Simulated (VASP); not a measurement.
# B2C (P-6m2) in VASP: single point with PBE

Aim: the single point of B2C with PBE.

Everything below comes from runs of VASP 6.6.1. Logs are shortened: lines on timing, memory, paths and dates and some standing lists are left out, and cuts for length are marked.

## (1) The cell of the first run

The structure is hexagonal, space group P-6m2 (No. 187). Conventional cell: a = 2.624 Å, b = 2.624 Å, c = 3.329 Å, α = 90.00°, β = 90.00°, γ = 120.00°. Within 2.2 Å of B (site symmetry 3m) lie 2 B at 1.63 to 1.70 Å and 3 C at 1.72 Å. Within 2.3 Å of C (site symmetry -6m2) lie 6 B at 1.72 Å.

## (2) Single point, PBE

INCAR reads:

```
SYSTEM = B2C
PREC     = Accurate       ! precision mode
ENCUT    = 600            ! plane-wave cutoff, eV
EDIFF    = 1E-6           ! SCF threshold, eV
ISMEAR   = 0              ! smearing method
SIGMA    = 0.1            ! smearing width, eV
LREAL    = .FALSE.        ! projectors in reciprocal space
LASPH    = .TRUE.         ! aspherical terms in the spheres
NELM     = 120            ! most SCF steps
ALGO     = Normal         ! electronic algorithm
ISIF     = 2              ! what is computed and relaxed
LWAVE    = .FALSE.        ! write WAVECAR
LCHARG   = .FALSE.        ! write CHGCAR
GGA      = PE             ! functional
NBANDS   = 12             ! bands
GGA_COMPAT= .FALSE.
```

KPOINTS reads:

```
regular mesh
0
G
  6 6 6
  0 0 0
```

POSCAR reads:

```
B2C
1.0
    2.6244497575      0.0000000000      0.0000000000
   -1.3122248787      2.2728401609      0.0000000000
    0.0000000000      0.0000000000      3.3288020710
B C
2 1
Direct
    0.0000000000      0.0000000000      0.7452180371
    0.0000000000      0.0000000000      0.2547819629
    0.3333333333      0.6666666667      0.5000000000
```

Potentials or basis: VASP PAW PBE potentials, release 64 (B, C).

Run with:

```
$ cat potpaw_PBE.64/B/POTCAR potpaw_PBE.64/C/POTCAR > POTCAR
$ mpirun -np 1 vasp_std > vasp.out
```

OUTCAR:

```text
SYSTEM = B2C
   PREC = Accurate
   ENCUT = 600
   EDIFF = 1E-6
   ISMEAR = 0
   LREAL = .FALSE.
   LASPH = .TRUE.
   NELM = 120
   ISIF = 2
   GGA = PE

 ion  position               nearest neighbor table
   1  0.000  0.000  0.745-   2 1.63   2 1.70   3 1.72   3 1.72   3 1.72
   2  0.000  0.000  0.255-   1 1.63   1 1.70   3 1.72   3 1.72   3 1.72
   3  0.333  0.667  0.500-   1 1.72   2 1.72   1 1.72   2 1.72   1 1.72   2 1.72

  LATTYP: Found a hexagonal cell.
 ALAT       =     2.6244497575
 C/A-ratio  =     1.2683809478

  Lattice vectors:

 A1 = (   2.6244497575,   0.0000000000,   0.0000000000)
 A2 = (  -1.3122248787,   2.2728401609,   0.0000000000)
 A3 = (   0.0000000000,   0.0000000000,   3.3288020710)

Analysis of symmetry for initial positions (statically):
=====================================================================
 Subroutine PRICEL returns:
 Original cell was already a primitive cell.

 Routine SETGRP: Setting up the symmetry group for a
 hexagonal supercell.

 Subroutine GETGRP returns: Found 12 space group operations
 (whereof 12 operations were pure point group operations)
 out of a pool of 24 trial point group operations.

The static configuration has the point symmetry D_3h.

Analysis of symmetry for dynamics (positions and initial velocities):
=====================================================================
 Subroutine PRICEL returns:
 Original cell was already a primitive cell.

 Routine SETGRP: Setting up the symmetry group for a
 hexagonal supercell.

 Subroutine GETGRP returns: Found 12 space group operations
 (whereof 12 operations were pure point group operations)
 out of a pool of 24 trial point group operations.

The dynamic configuration has the point symmetry D_3h.

 Subroutine INISYM returns: Found 12 space group operations
 (whereof 12 operations are pure point group operations),
 and found     1 'primitive' translations

----------------------------------------------------------------------------------------

                                     Primitive cell

  volume of cell :      19.8562

  direct lattice vectors                    reciprocal lattice vectors
     2.624449757  0.000000000  0.000000000     0.381032251  0.219989073  0.000000000
    -1.312224879  2.272840161  0.000000000     0.000000000  0.439978146  0.000000000
     0.000000000  0.000000000  3.328802071     0.000000000  0.000000000  0.300408369

  length of vectors
     2.624449757  2.624449757  3.328802071     0.439978146  0.439978146  0.300408369

  position of ions in fractional coordinates (direct lattice)
[... 90 lines left out ...]
   TEBEG  =    0.0;   TEEND  =   0.0 temperature during run
   PSTRESS=    0.0 pullay stress
   NELECT =      10.0000    total number of electrons
   NUPDOWN=      -1.0000    fix difference up-down
   EMIN   =  10.00;   EMAX   =-10.00  energy-range for DOS
   EFERMI =   0.00;   METHOD = LEGACY
   ISMEAR =     0;   SIGMA  =   0.10  broadening in eV -4-tet -1-fermi 0-gaus
   EFERMI_NEDOS =   21; number of points for ismear=-14 and -15
   IALGO  =     38    algorithm
   IMIX   =      4    mixing-type and parameters
     AMIX     =   0.40;   BMIX     =  1.00
     AMIX_MAG =   1.60;   BMIX_MAG =  1.00
  volume/ion in A,a.u.               =       6.62        44.67
  Fermi-wavevector in a.u.,A,eV,Ry     =   1.302496  2.461361 23.082233  1.696496
  Thomas-Fermi vector in A             =   2.433560
   LORBIT       =      0    0 simple, 1 ext, 2 COOP (PROOUT), +10 PAW based schemes
   GGA     = PE    functional components
   LHFCALC =     F    Hartree Fock is set to
   AEXX    =    0.0000 exact exchange contribution
   IVDW    =     0    specifies the selected vdW correction
   LEPSILON=     F    determine dielectric tensor
   LRPA    =     F    only Hartree local field effects (RPA)
 non-spin polarized calculation
 Gauss-broadening in eV      SIGMA  =   0.10
  energy-cutoff  :      600.00
  volume of cell :       19.86
 maximum number of plane-waves:       678
 NGX is ok and might be reduce to    24
   NGX = 11   NGY = 11   NGZ = 13

 number of electron      10.0000000 magnetization

 number of electron       9.9999999 magnetization

 Free energy of the ion-electron system (eV)
  ---------------------------------------------------
  ext. energy  EPLUGINS =         0.00000000
  ---------------------------------------------------
  free energy    TOTEN  =       -21.55072612 eV

  energy without entropy =      -21.54951626  energy(sigma->0) =      -21.55012119

 E-fermi :   8.3157     XC(G=0): -12.2194

 val. band max:        7.6624503587   @ k =   0.0000   0.0000   0.3333
 cond. band min:       8.4136715631   @ k =   0.3333   0.1667   0.5000
 fundamental gap:      0.7512212044
 Fermi energy:         8.3157304879

 k-point     1 :       0.0000    0.0000    0.0000
  band No.  band energies     occupation
      1     -11.0430      2.00000
      2       0.5179      2.00000
      3       1.6908      2.00000
      4       6.2332      2.00000
      5       6.2332      2.00000
      6      13.8354      0.00000
      7      13.8354      0.00000
      8      15.5765      0.00000
      9      18.3261      0.00000
     10      18.3261      0.00000
     11      22.2692      0.00000
     12      24.4452      0.00000
[... 331 lines left out ...]
 k-point    24 :       0.3333    0.0000    0.5000
  band No.  band energies     occupation
      1      -7.8006      2.00000
      2      -1.9554      2.00000
      3      -0.5359      2.00000
      4       4.2798      2.00000
      5       5.2020      2.00000
      6      12.1202      0.00000
      7      12.7180      0.00000
      8      13.4715      0.00000
      9      20.1623      0.00000
     10      21.2609      0.00000
     11      21.4003      0.00000
     12      22.1917      0.00000

 [... further k-points ...]
[... 5 lines left out ...]
  --------------------------------------------------------------------------------------
  -------------------------------------------------------------------------------------
  Total       -0.1532610     -0.1532610      0.4478798     -0.0000000      0.0000000      0.0000000
  in kB      -12.3665091    -12.3665091     36.1390681     -0.0000000      0.0000000      0.0000000
  external PRESSURE =       3.8020166 kB  Pullay stress =       0.0000000 kB

 VOLUME and BASIS-vectors are now :
 -----------------------------------------------------------------------------
  energy-cutoff  :      600.00
  volume of cell :       19.86
      direct lattice vectors                 reciprocal lattice vectors
     2.624449757  0.000000000  0.000000000     0.381032251  0.219989073  0.000000000
    -1.312224879  2.272840161  0.000000000     0.000000000  0.439978146  0.000000000
     0.000000000  0.000000000  3.328802071     0.000000000  0.000000000  0.300408369

 POSITION                                       TOTAL-FORCE (eV/Angst)
 -----------------------------------------------------------------------------------
      0.00000      0.00000      2.48068         0.000000      0.000000     -0.028039
      0.00000      0.00000      0.84812         0.000000     -0.000000      0.028039
     -0.00000      1.51523      1.66440        -0.000000      0.000000     -0.000000
 -----------------------------------------------------------------------------------
    total drift:                                0.000000     -0.000000     -0.000000

  FREE ENERGIE OF THE ION-ELECTRON SYSTEM (eV)
  ---------------------------------------------------
  free  energy   TOTEN  =       -21.5507261190 eV

  energy  without entropy=      -21.5495162628  energy(sigma->0) =      -21.55012119
```

OSZICAR:

```text
N       E                     dE             d eps       ncg     rms          rms(c)
DAV:   1     0.148067473512E+02    0.14807E+02   -0.54018E+03   672   0.858E+02
DAV:   2    -0.210736478374E+02   -0.35880E+02   -0.33100E+02   828   0.160E+02
DAV:   3    -0.223791261865E+02   -0.13055E+01   -0.12958E+01   872   0.253E+01
DAV:   4    -0.223836507485E+02   -0.45246E-02   -0.45242E-02   704   0.159E+00
DAV:   5    -0.223836596962E+02   -0.89478E-05   -0.89480E-05   800   0.752E-02    0.589E+00
DAV:   6    -0.217290248156E+02    0.65463E+00   -0.71765E-01   716   0.516E+00    0.325E+00
DAV:   7    -0.215590567841E+02    0.16997E+00   -0.25164E-01   816   0.330E+00    0.118E+00
DAV:   8    -0.215504793900E+02    0.85774E-02   -0.25820E-02   788   0.109E+00    0.266E-01
DAV:   9    -0.215507180576E+02   -0.23867E-03   -0.85580E-04   752   0.245E-01    0.387E-02
DAV:  10    -0.215507235912E+02   -0.55336E-05   -0.81788E-05   816   0.627E-02    0.170E-02
DAV:  11    -0.215507262288E+02   -0.26377E-05   -0.69489E-06   744   0.223E-02    0.390E-03
DAV:  12    -0.215507261190E+02    0.10978E-06   -0.44975E-07   408   0.445E-03
   1 F= -.21550726E+02 E0= -.21550121E+02  d E =-.120986E-02
```

stdout:

```text
POSCAR found type information on POSCAR B C
 POSCAR found :  2 types and       3 ions
 scaLAPACK will be used
 LDA part: xc-table for (Slater+PW92), standard interpolation
 POSCAR, INCAR and KPOINTS ok, starting setup
 FFT: planning ... GRIDC
 FFT: planning ... GRID_SOFT
 FFT: planning ... GRID
 WAVECAR not read
 entering main loop
```

Run time: 11 s. Hardware: 1 thread of Intel Xeon 8259CL, shared host; peak memory 0.14 GiB.

What came out:

```
Free energy            : -21.5507 eV
Pressure               : 0.4 GPa
Largest force          : 0.028 eV/Å
Band gap on the k mesh : zero (band 5 reaches 9.70 eV, above the bottom of band 6 at 5.91 eV)
```

Forces on the atoms (eV/Å):
```
B    0.000  0.000 -0.028
B    0.000  0.000  0.028
C    0.000  0.000  0.000
```

Caveat: the k points lie up to 0.46 Å⁻¹ apart.
